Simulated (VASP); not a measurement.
# WS2 in VASP: further runs

WS2 is run at these levels: PBEsol; tasks: single point.

Program: VASP 6.6.1. These are calculated values, not measurements. Logs are shortened: lines on timing, memory, paths and dates and some standing lists are left out, and cuts for length are marked.

## 1. The cell of the first run

The cell holds a slab with vacuum, 6 atoms: a = 3.311 Å, b = 3.311 Å, c = 23.831 Å, α = 90.00°, β = 90.00°, γ = 120.00°.

## 2. Single point, PBEsol (volume 37.715 Å^3 an atom, c/a of the conventional cell 7.1970)

The input, INCAR:

```
SYSTEM = WS2
ALGO     = Normal         ! electronic algorithm
EDIFF    = 1E-6           ! SCF threshold, eV
ENCUT    = 520            ! plane-wave cutoff, eV
GGA      = PS             ! functional
ISIF     = 2              ! what is computed and relaxed
ISMEAR   = 0              ! smearing method
LASPH    = .TRUE.         ! aspherical terms in the spheres
LCHARG   = .TRUE.         ! write CHGCAR
LELF     = .TRUE.         ! ELF
LREAL    = .FALSE.        ! projectors in reciprocal space
LVHAR    = .TRUE.       
LWAVE    = .FALSE.        ! write WAVECAR
NBANDS   = 35             ! bands
NELM     = 80             ! most SCF steps
PREC     = Accurate       ! precision mode
SIGMA    = 0.05           ! smearing width, eV
```

The input, KPOINTS:

```
k-points
0
G
  12 12 2
  0 0 0
```

The input, POSCAR:

```
WS2
1.0
    3.3112685888      0.0000000000      0.0000000000
   -1.6556342944      2.8676427166      0.0000000000
    0.0000000000      0.0000000000     23.8312000334
W S
2 4
Direct
    0.3333333333      0.6666666667      0.6345659624
    0.6666666667      0.3333333333      0.3654340376
    0.3333333333      0.6666666667      0.2989660749
    0.6666666667      0.3333333333      0.5680485953
    0.3333333333      0.6666666667      0.4319514047
    0.6666666667      0.3333333333      0.7010339251
```

Potentials or basis: VASP PAW PBE potentials, release 64 (W_sv, S).

Run with:

```console
cat potpaw_PBE.64/W_sv/POTCAR potpaw_PBE.64/S/POTCAR > POTCAR
mpirun -np 1 vasp_std > vasp.out
```

OUTCAR:

```text
SYSTEM = WS2
   EDIFF = 1E-6
   ENCUT = 520
   GGA = PS
   ISIF = 2
   ISMEAR = 0
   LASPH = .TRUE.
   LREAL = .FALSE.
   NELM = 80
   PREC = Accurate

 ion  position               nearest neighbor table
   1  0.333  0.667  0.635-   6 2.48   6 2.48   6 2.48   4 2.48   4 2.48   4 2.48
   2  0.667  0.333  0.365-   3 2.48   3 2.48   3 2.48   5 2.48   5 2.48   5 2.48
   3  0.333  0.667  0.299-   2 2.48   2 2.48   2 2.48
   4  0.667  0.333  0.568-   1 2.48   1 2.48   1 2.48
   5  0.333  0.667  0.432-   2 2.48   2 2.48   2 2.48
   6  0.667  0.333  0.701-   1 2.48   1 2.48   1 2.48

  LATTYP: Found a hexagonal cell.
 ALAT       =     3.3112685888
 C/A-ratio  =     7.1969999999

  Lattice vectors:

 A1 = (   3.3112685888,   0.0000000000,   0.0000000000)
 A2 = (  -1.6556342944,   2.8676427166,   0.0000000000)
 A3 = (   0.0000000000,   0.0000000000,  23.8312000334)

Analysis of symmetry for initial positions (statically):
=====================================================================
 Subroutine PRICEL returns:
 Original cell was already a primitive cell.

 Routine SETGRP: Setting up the symmetry group for a
 hexagonal supercell.

 Subroutine GETGRP returns: Found 12 space group operations
 (whereof 12 operations were pure point group operations)
 out of a pool of 24 trial point group operations.

The static configuration has the point symmetry D_3d.

Analysis of symmetry for dynamics (positions and initial velocities):
=====================================================================
 Subroutine PRICEL returns:
 Original cell was already a primitive cell.

 Routine SETGRP: Setting up the symmetry group for a
 hexagonal supercell.

 Subroutine GETGRP returns: Found 12 space group operations
 (whereof 12 operations were pure point group operations)
 out of a pool of 24 trial point group operations.

The dynamic configuration has the point symmetry D_3d.

 Subroutine INISYM returns: Found 12 space group operations
 (whereof 12 operations are pure point group operations),
 and found     1 'primitive' translations

----------------------------------------------------------------------------------------

                                     Primitive cell

  volume of cell :     226.2900

  direct lattice vectors                    reciprocal lattice vectors
     3.311268589  0.000000000  0.000000000     0.301999060  0.174359238  0.000000000
    -1.655634294  2.867642717  0.000000000     0.000000000  0.348718477  0.000000000
     0.000000000  0.000000000 23.831200033     0.000000000  0.000000000  0.041961798

  length of vectors
     3.311268589  3.311268589 23.831200033     0.348718477  0.348718477  0.041961798

  position of ions in fractional coordinates (direct lattice)
     0.333333333  0.666666667  0.634565962
     0.666666667  0.333333333  0.365434038
     0.333333333  0.666666667  0.298966075
     0.666666667  0.333333333  0.568048595
     0.333333333  0.666666667  0.431951405
     0.666666667  0.333333333  0.701033925

  ion indices of the primitive-cell ions
   primitive index   ion index
                 1           1
                 2           2
                 3           3
                 4           4
                 5           5
                 6           6

----------------------------------------------------------------------------------------

 KPOINTS: k-points

Automatic generation of k-mesh.
 Grid dimensions read from file:
 generate k-points for:   12   12    2

 Generating k-lattice:

  Cartesian coordinates                     Fractional coordinates (reciprocal lattice)
     0.025166588  0.014529937  0.000000000     0.083333333  0.000000000  0.000000000
     0.000000000  0.029059873  0.000000000     0.000000000  0.083333333  0.000000000
     0.000000000  0.000000000  0.020980899     0.000000000  0.000000000  0.500000000

  Length of vectors
     0.029059873  0.029059873  0.020980899

  Shift w.r.t. Gamma in fractional coordinates (k-lattice)
     0.000000000  0.000000000  0.000000000

 Subroutine IBZKPT returns following result:
 ===========================================

 Found     38 irreducible k-points:

 Following reciprocal coordinates:
            Coordinates               Weight
  0.000000  0.000000  0.000000      1.000000
  0.083333 -0.000000  0.000000      6.000000
  0.166667  0.000000  0.000000      6.000000
  0.250000  0.000000  0.000000      6.000000
  0.333333  0.000000  0.000000      6.000000
  0.416667  0.000000  0.000000      6.000000
[... 16 lines left out ...]
  0.250000  0.000000  0.500000      6.000000
  0.333333  0.000000  0.500000      6.000000
 [... further k-points ...]
   k-points           NKPTS =     38   k-points in BZ     NKDIM =     38   number of bands    NBANDS=     35
   number of dos      NEDOS =    301   number of ions     NIONS =      6
   total plane-waves  NPLWV = 141120
   dimension x,y,z NGX =    28 NGY =   28 NGZ =  180
   dimension x,y,z NGXF=    56 NGYF=   56 NGZF=  360
   ions per type =               2   4
   NGX,Y,Z   is equivalent  to a cutoff of  14.06, 14.06, 12.56 a.u.
   NGXF,Y,Z  is equivalent  to a cutoff of  28.12, 28.12, 25.11 a.u.
 SYSTEM =  WS2
   PREC   = accura    normal or accurate (medium, high low for compatibility)
   ISTART =      0    job   : 0-new  1-cont  2-samecut
   ICHARG =      2    charge: 1-file 2-atom 10-const
   ISPIN  =      1    spin polarized calculation?
   LNONCOLLINEAR =      F non collinear calculations
   LSORBIT =      F    spin-orbit coupling
   LASPH  =      T    aspherical Exc in radial PAW
   ENCUT  =  520.0 eV  38.22 Ry    6.18 a.u.   6.16  6.16 44.31*2*pi/ulx,y,z
   NELM   =     80;   NELMIN=  2; NELMDL= -5     # of ELM steps
   EDIFF  = 0.1E-05   stopping-criterion for ELM
   LREAL  =      F    real-space projection
   EDIFFG = 0.1E-04   stopping-criterion for IOM
   NSW    =      0    number of steps for IOM
   IBRION =     -1    ionic relax: 0-MD 1-quasi-New 2-CG
   NFREE  =      0    steps in history (QN), initial steepest desc. (CG)
   ISIF   =      2    stress and relaxation
   ISYM   =      2    0-nonsym 1-usesym 2-fastsym
   POTIM  = 0.5000    time-step for ionic-motion
   TEBEG  =    0.0;   TEEND  =   0.0 temperature during run
   PSTRESS=    0.0 pullay stress
   NELECT =      52.0000    total number of electrons
   NUPDOWN=      -1.0000    fix difference up-down
   EMIN   =  10.00;   EMAX   =-10.00  energy-range for DOS
   EFERMI =   0.00;   METHOD = LEGACY
   ISMEAR =     0;   SIGMA  =   0.05  broadening in eV -4-tet -1-fermi 0-gaus
   EFERMI_NEDOS =   21; number of points for ismear=-14 and -15
   IALGO  =     38    algorithm
   IMIX   =      4    mixing-type and parameters
     AMIX     =   0.40;   BMIX     =  1.00
     AMIX_MAG =   1.60;   BMIX_MAG =  1.00
  volume/ion in A,a.u.               =      37.71       254.51
  Fermi-wavevector in a.u.,A,eV,Ry     =   1.002738  1.894900 13.680435  1.005484
  Thomas-Fermi vector in A             =   2.135245
   LORBIT       =      0    0 simple, 1 ext, 2 COOP (PROOUT), +10 PAW based schemes
   GGA     = PS    functional components
   LHFCALC =     F    Hartree Fock is set to
   AEXX    =    0.0000 exact exchange contribution
   IVDW    =     0    specifies the selected vdW correction
   LEPSILON=     F    determine dielectric tensor
   LRPA    =     F    only Hartree local field effects (RPA)
 non-spin polarized calculation
 Gauss-broadening in eV      SIGMA  =   0.05
  energy-cutoff  :      520.00
  volume of cell :      226.29
 maximum number of plane-waves:      6132
 NGX is ok and might be reduce to    28
   NGX = 13   NGY = 13   NGZ = 89

 number of electron      52.0000000 magnetization

 Free energy of the ion-electron system (eV)
  ---------------------------------------------------
  ext. energy  EPLUGINS =         0.00000000
  ---------------------------------------------------
  free energy    TOTEN  =       -49.84128376 eV

  energy without entropy =      -49.84128376  energy(sigma->0) =      -49.84128376

 E-fermi :   0.9077     XC(G=0):  -5.9472

 val. band max:        0.5679618858   @ k =   0.0000   0.0000   0.5000
 cond. band min:       1.5719364070   @ k =   0.3333   0.3333   0.0000
 fundamental gap:      1.0039745212
 Fermi energy:         0.9077059181

 k-point     1 :       0.0000    0.0000    0.0000
  band No.  band energies     occupation
      1     -74.0728      2.00000
      2     -74.0728      2.00000
      3     -38.2081      2.00000
      4     -38.2081      2.00000
      5     -38.1535      2.00000
      6     -38.1535      2.00000
[... 27 lines left out ...]
     34       2.8645      0.00000
     35       4.5783      0.00000

 k-point     2 :       0.0833   -0.0000    0.0000
  band No.  band energies     occupation
      1     -74.0722      2.00000
      2     -74.0722      2.00000
      3     -38.2056      2.00000
      4     -38.2056      2.00000
      5     -38.1678      2.00000
      6     -38.1678      2.00000
[... 27 lines left out ...]
     34       2.8828      0.00000
     35       5.0331      0.00000

 k-point     3 :       0.1667    0.0000    0.0000
  band No.  band energies     occupation
      1     -74.0705      2.00000
      2     -74.0705      2.00000
      3     -38.2069      2.00000
      4     -38.2069      2.00000
      5     -38.1989      2.00000
      6     -38.1989      2.00000
[... 27 lines left out ...]
     34       3.3251      0.00000
     35       5.8374      0.00000
[... 723 lines left out ...]
 k-point    23 :       0.2500    0.0000    0.5000
  band No.  band energies     occupation
      1     -74.0682      2.00000
      2     -74.0682      2.00000
      3     -38.2597      2.00000
      4     -38.2597      2.00000
      5     -38.1896      2.00000
      6     -38.1896      2.00000
[... 27 lines left out ...]
     34       3.8065      0.00000
     35       6.4716      0.00000

 k-point    24 :       0.3333    0.0000    0.5000
  band No.  band energies     occupation
      1     -74.0660      2.00000
      2     -74.0660      2.00000
      3     -38.3121      2.00000
      4     -38.3121      2.00000
      5     -38.1915      2.00000
      6     -38.1915      2.00000
[... 27 lines left out ...]
     34       4.1799      0.00000
     35       6.1615      0.00000

 [... further k-points ...]

------------------------ aborting loop because EDIFF is reached ----------------------------------------

  FORCE on cell =-STRESS in cart. coord.  units (eV):
  Direction    XX          YY          ZZ          XY          YZ          ZX
  --------------------------------------------------------------------------------------
  -------------------------------------------------------------------------------------
  Total      -12.0353482    -12.0353482     -8.2877226      0.0000000      0.0000000      0.0000000
  in kB      -85.2126122    -85.2126122    -58.6786924      0.0000000      0.0000000      0.0000000
  external PRESSURE =     -76.3679722 kB  Pullay stress =       0.0000000 kB

 VOLUME and BASIS-vectors are now :
 -----------------------------------------------------------------------------
  energy-cutoff  :      520.00
  volume of cell :      226.29
      direct lattice vectors                 reciprocal lattice vectors
     3.311268589  0.000000000  0.000000000     0.301999060  0.174359238  0.000000000
    -1.655634294  2.867642717  0.000000000     0.000000000  0.348718477  0.000000000
     0.000000000  0.000000000 23.831200033     0.000000000  0.000000000  0.041961798

 POSITION                                       TOTAL-FORCE (eV/Angst)
 -----------------------------------------------------------------------------------
     -0.00000      1.91176     15.12247        -0.000000      0.000000      0.001042
      1.65563      0.95588      8.70873         0.000000     -0.000000     -0.001042
     -0.00000      1.91176      7.12472         0.000000      0.000000      1.292764
      1.65563      0.95588     13.53728         0.000000     -0.000000      1.278190
     -0.00000      1.91176     10.29392        -0.000000      0.000000     -1.278190
      1.65563      0.95588     16.70648        -0.000000     -0.000000     -1.292764
 -----------------------------------------------------------------------------------
    total drift:                                0.000000      0.000000      0.000000

  FREE ENERGIE OF THE ION-ELECTRON SYSTEM (eV)
  ---------------------------------------------------
  free  energy   TOTEN  =       -49.8412837621 eV

  energy  without entropy=      -49.8412837621  energy(sigma->0) =      -49.84128376
```

It took 4.5 min on 1 thread of Intel Xeon 6975P-C (Granite Rapids), shared host; peak memory 0.5 GiB.

Results:

| Property | Result |
| --- | --- |
| Free energy | -49.8413 eV |
| Largest force | 1.293 eV/Å |
| Band gap on the k mesh | 1.00 eV, indirect (least direct gap 1.44 eV) |

Forces on the atoms (eV/Å):
```
W    0.000  0.000  0.001
W    0.000  0.000 -0.001
S    0.000  0.000  1.293
S    0.000  0.000  1.278
S    0.000  0.000 -1.278
S    0.000  0.000 -1.293
```

Caveat: the PAW data sets were made with another functional, which shifts forces and pressure a little; spin-orbit coupling is left out, which moves the levels of the heavy elements.

## 3. Single point, PBEsol (volume 37.715 Å^3 an atom, c/a of the conventional cell 8.4523)

The input, INCAR:

```
PREC = Accurate
ENCUT = 520
EDIFF = 1E-6
ISMEAR = 0
SIGMA = 0.05
LREAL = False
LASPH = True
NELM = 80
ALGO = Normal
ISIF = 2
LWAVE = False
LCHARG = True
GGA = PS
LELF = True
LVHAR = True
NBANDS = 35
```

The input, KPOINTS:

```
regular mesh
0
Gamma
  12 12 2
```

Edit POSCAR of step 2 so:

```diff
@@ -2,5 +2,5 @@
 1.0
-    3.3112685888      0.0000000000      0.0000000000
-   -1.6556342944      2.8676427166      0.0000000000
-    0.0000000000      0.0000000000     23.8312000334
+    3.1384841702      0.0000000000      0.0000000000
+   -1.5692420851      2.7180070208      0.0000000000
+    0.0000000000      0.0000000000     26.5274097521
 W S
```

Potentials or basis: VASP PAW PBE potentials, release 64 (W_sv, S).

Run with:

```console
cat potpaw_PBE.64/W_sv/POTCAR potpaw_PBE.64/S/POTCAR > POTCAR
mpirun -np 1 vasp_std > vasp.out
```

OUTCAR:

```text
PREC = Accurate
   ENCUT = 520
   EDIFF = 1E-6
   ISMEAR = 0
   LREAL = False
   LASPH = True
   NELM = 80
   ISIF = 2
   GGA = PS

 ion  position               nearest neighbor table
   1  0.333  0.667  0.635-   6 2.53   6 2.53   6 2.53   4 2.53   4 2.53   4 2.53
   2  0.667  0.333  0.365-   3 2.53   3 2.53   3 2.53   5 2.53   5 2.53   5 2.53
   3  0.333  0.667  0.299-   2 2.53   2 2.53   2 2.53
   4  0.667  0.333  0.568-   1 2.53   1 2.53   1 2.53
   5  0.333  0.667  0.432-   2 2.53   2 2.53   2 2.53
   6  0.667  0.333  0.701-   1 2.53   1 2.53   1 2.53

  LATTYP: Found a hexagonal cell.
 ALAT       =     3.1384841702
 C/A-ratio  =     8.4523000001

  Lattice vectors:

 A1 = (   3.1384841702,   0.0000000000,   0.0000000000)
 A2 = (  -1.5692420851,   2.7180070208,   0.0000000000)
 A3 = (   0.0000000000,   0.0000000000,  26.5274097521)

Analysis of symmetry for initial positions (statically):
=====================================================================
 Subroutine PRICEL returns:
 Original cell was already a primitive cell.

[... 181 lines left out ...]
 cond. band min:       1.4337456645   @ k =   0.1667   0.1667   0.0000
 fundamental gap:      1.1371893403
 Fermi energy:         0.5193239409

 k-point     1 :       0.0000    0.0000    0.0000
  band No.  band energies     occupation
      1     -73.9000      2.00000
      2     -73.9000      2.00000
      3     -38.1020      2.00000
      4     -38.1020      2.00000
      5     -37.8614      2.00000
      6     -37.8614      2.00000
[... 901 lines left out ...]
     34       4.1413      0.00000
     35       6.1278      0.00000

 [... further k-points ...]

------------------------ aborting loop because EDIFF is reached ----------------------------------------

  FORCE on cell =-STRESS in cart. coord.  units (eV):
  Direction    XX          YY          ZZ          XY          YZ          ZX
  --------------------------------------------------------------------------------------
  -------------------------------------------------------------------------------------
  Total       -6.1147494     -6.1147494    -21.6779050     -0.0000000      0.0000000      0.0000000
  in kB      -43.2936185    -43.2936185   -153.4837953     -0.0000000      0.0000000      0.0000000
  external PRESSURE =     -80.0236774 kB  Pullay stress =       0.0000000 kB

 VOLUME and BASIS-vectors are now :
 -----------------------------------------------------------------------------
  energy-cutoff  :      520.00
  volume of cell :      226.29
      direct lattice vectors                 reciprocal lattice vectors
     3.138484170  0.000000000  0.000000000     0.318625153  0.183958318  0.000000000
    -1.569242085  2.718007021  0.000000000     0.000000000  0.367916636  0.000000000
     0.000000000  0.000000000 26.527409752     0.000000000  0.000000000  0.037696858

 POSITION                                       TOTAL-FORCE (eV/Angst)
 -----------------------------------------------------------------------------------
     -0.00000      1.81200     16.83339        -0.000000      0.000000     -0.005469
      1.56924      0.90600      9.69402         0.000000     -0.000000      0.005469
     -0.00000      1.81200      7.93080        -0.000000      0.000000      3.046879
      1.56924      0.90600     15.06886         0.000000     -0.000000      3.021186
     -0.00000      1.81200     11.45855        -0.000000      0.000000     -3.021186
      1.56924      0.90600     18.59661        -0.000000     -0.000000     -3.046879
 -----------------------------------------------------------------------------------
    total drift:                               -0.000000     -0.000000      0.000000

  FREE ENERGIE OF THE ION-ELECTRON SYSTEM (eV)
  ---------------------------------------------------
  free  energy   TOTEN  =       -49.2283617479 eV

  energy  without entropy=      -49.2283617479  energy(sigma->0) =      -49.22836175
```

OSZICAR:

```text
N       E                     dE             d eps       ncg     rms          rms(c)
DAV:   1     0.461258110898E+03    0.46126E+03   -0.27448E+04  3148   0.130E+03
DAV:   2    -0.176629198192E+02   -0.47892E+03   -0.46424E+03  3361   0.331E+02
DAV:   3    -0.510926329084E+02   -0.33430E+02   -0.32933E+02  3320   0.839E+01
[... 17 lines left out ...]
DAV:  21    -0.492283472299E+02   -0.99630E-05   -0.30488E-07  2068   0.173E-03    0.146E-03
DAV:  22    -0.492283570760E+02   -0.98461E-05   -0.49514E-07  2312   0.206E-03    0.459E-04
DAV:  23    -0.492283603096E+02   -0.32336E-05   -0.14699E-07  2020   0.926E-04    0.232E-04
DAV:  24    -0.492283615138E+02   -0.12042E-05   -0.65449E-08  1823   0.549E-04    0.200E-04
DAV:  25    -0.492283617479E+02   -0.23409E-06   -0.20356E-08  1648   0.279E-04
   1 F= -.49228362E+02 E0= -.49228362E+02  d E =-.937981E-12
```

It took 3.9 min on 1 thread of Intel Xeon 6975P-C (Granite Rapids), shared host; peak memory 0.45 GiB.

What came out:

```
Free energy            : -49.2284 eV
Largest force          : 3.047 eV/Å
Band gap on the k mesh : 1.14 eV, indirect (least direct gap 1.89 eV)
```

Forces on the atoms (eV/Å):
```
W    0.000  0.000 -0.005
W    0.000  0.000  0.005
S    0.000  0.000  3.047
S    0.000  0.000  3.021
S    0.000  0.000 -3.021
S    0.000  0.000 -3.047
```

Levels at points of the mesh, in eV from the valence-band top:
```csv
k point,band 23,band 24,band 25,band 26,band 27,band 28,band 29,band 30
"(0.00, 0.00, 0.00)",-0.77,-0.76,-0.76,-0.68,2.56,2.56,2.58,2.58
"(0.50, 0.00, 0.00)",-1.11,-1.10,-0.71,-0.68,2.81,2.95,3.12,3.12
"(0.00, 0.00, 0.50)",-0.77,-0.76,-0.76,-0.68,2.56,2.56,2.58,2.58
"(0.50, 0.00, 0.50)",-1.11,-1.10,-0.71,-0.68,2.81,2.95,3.12,3.12
```

Caveat: the PAW data sets were made with another functional, which shifts forces and pressure a little; spin-orbit coupling is left out, which moves the levels of the heavy elements.
